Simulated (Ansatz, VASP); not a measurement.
# SnSe2 in VASP and in Ansatz

File INCAR:

```
SYSTEM = SnSe2
  PREC = Accurate
  ENCUT = 500
  EDIFF = 1E-6
  ISMEAR = 0
  SIGMA = 0.03
  LREAL = .False.
  LASPH = .True.
  NELM = 120
  ALGO = Normal
  ISIF = 2
  LWAVE = .False.
  LCHARG = .True.
  GGA = PE
  IVDW = 12
  LELF = .True.
  LVHAR = .True.
  NBANDS = 20
  GGA_COMPAT = .False.
```

Contents of KPOINTS:

```
Automatic mesh
0
Gamma
  12 12 6
  0 0 0
```

POSCAR

```
SnSe2
1.0
    3.7522896740      0.0000000000      0.0000000000
   -1.8761448370      3.2495781800      0.0000000000
    0.0000000000      0.0000000000      6.6299206250
Sn Se
1 2
Direct
    0.0000000000      0.0000000000      0.0000000000
    0.3333333333      0.6666666667      0.2651331237
    0.6666666667      0.3333333333      0.7348668763
```

Input for Ansatz:

```yaml
crystal:
  lattice:
    - [3.752289674, 0.0, 0.0]
    - [-1.876144837, 3.24957818, 0.0]
    - [0.0, 0.0, 6.629920625]
  atoms:
    - { symbol: Sn, position: [0.0, 0.0, 0.0] }
    - { symbol: Se, position: [0.3333333333, 0.6666666667, 0.2651331237] }
    - { symbol: Se, position: [0.6666666667, 0.3333333333, 0.7348668763] }
basis:
  ecutwfc: 420
kpoints:
  mp_grid: { grid: [12, 12, 6] }
hamiltonian:
  xc: pbe
  dispersion: d3bj
scf:
  occupations: { method: gaussian, width: 0.03 }
output:
  forces: true
  stress: true
  eigenvalues: true
  write_density: true
  write_potential: true
  elf: true
  volumetric_format: npy
```

Alike in both runs: task single point; functional PBE; dispersion D3(BJ); k mesh 12 × 12 × 6; occupations gaussian, width 0.03 eV; no spin polarisation.

|  | VASP | Ansatz |
| --- | --- | --- |
| version | VASP 6.6.1 | Ansatz 0.2.0 |
| potentials or method | VASP PAW PBE potentials, release 64 (Sn_d, Se), cutoff 500 eV | scalar-relativistic, plane waves, PAW |
| valence electrons in the cell | 26 | 46 |

```csv
,VASP,Ansatz,Ansatz less VASP
gap on the k mesh at the Fermi level (eV),none,none,-
pressure (GPa),-3.0,-3.0,-0.06
"traceless stress, the component that is largest in VASP (GPa)",-5.73,-5.76,-0.030
rms of the force components (eV/Å),0.500,0.506,+0.0057
```

Atom by atom the forces differ by 0.006 eV/Å (rms over components). A gap of «none» marks a metal or a gap that the smearing closes. VASP's potentials hold 26 valence electrons a cell and Ansatz's 46, so a difference there can come from the potentials and not from the codes.
